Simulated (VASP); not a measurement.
A run of VASP 6.6.1:

Contents of INCAR:

```
SYSTEM = Ho2O
  PREC = Accurate
  ENCUT = 600
  EDIFF = 1E-7
  ISMEAR = 0
  SIGMA = 0.1
  LREAL = .False.
  LASPH = .True.
  NELM = 200
  ALGO = Normal
  ISIF = 3
  LWAVE = .False.
  LCHARG = .False.
  GGA = PE
  IBRION = 2
  NSW = 80
  EDIFFG = -0.001
  GGA_COMPAT = .False.
  NELMIN = 4
  LMAXMIX = 6
```

KPOINTS

```
Automatic mesh
0
Gamma
  8 8 4
  0 0 0
```

The input POSCAR:

```
Ho2O
1.0
    3.7097642859      0.0000000000      0.0000000000
    0.0000000000      3.7097642859      0.0000000000
    0.0000000000      0.0000000000     10.4457094242
Ho O
4 2
Direct
    0.5000000000      0.0000000000      0.1142347172
    0.5000000000      0.0000000000      0.6142347172
    0.0000000000      0.5000000000      0.3857652828
    0.0000000000      0.5000000000      0.8857652828
    0.0000000000      0.0000000000      0.5000000000
    0.5000000000      0.5000000000      0.0000000000
```

Potentials or basis: VASP PAW PBE potentials, release 64 (Ho_3, O), 4f in core.

Launch:

```bash
$ cat potpaw_PBE.64/Ho_3/POTCAR potpaw_PBE.64/O/POTCAR > POTCAR
$ mpirun -np 1 vasp_std > vasp.out
```

Hardware: 1 thread of Intel(R) Xeon(R) 6975P-C (Granite Rapids) (shared host).

Q: How long does it take, and how much memory?

A: Run time: 13 min on 1 thread of Intel(R) Xeon(R) 6975P-C (Granite Rapids), with other jobs on the host, peak memory 0.39 GiB. Counts: scf iterations 103, k points 45, ion steps 14.
